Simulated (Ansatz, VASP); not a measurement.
Pt in VASP and in Ansatz

```
CELL_PARAMETERS angstrom
0.00000 2.22917 1.63688
2.22917 0.00000 1.63688
2.22917 2.22917 0.00000
ATOMIC_POSITIONS crystal
Pt 0.00000 0.00000 0.00000
```

Alike in both runs: task single point; functional PBE; k mesh 22 × 22 × 22; occupations gaussian, width 0.15 eV; no spin polarisation.

```csv
,VASP,Ansatz
version,VASP 6.6.1,Ansatz 0.2.0
potentials or method,"VASP PAW PBE potentials, release 64 (Pt), cutoff 520 eV","scalar-relativistic, plane waves, PAW"
valence electrons in the cell,10,18
```

```csv
,VASP,Ansatz,Ansatz less VASP
gap on the k mesh at the Fermi level (eV),none,none,-
pressure (GPa),-6.5,-6.1,+0.39
"traceless stress, the component that is largest in VASP (GPa)",1.92,1.93,+0.011
```

A gap of «none» marks a metal or a gap that the smearing closes. VASP's potentials hold 10 valence electrons a cell and Ansatz's 18, so a difference there can come from the potentials and not from the codes.

Spin-orbit coupling is off throughout.
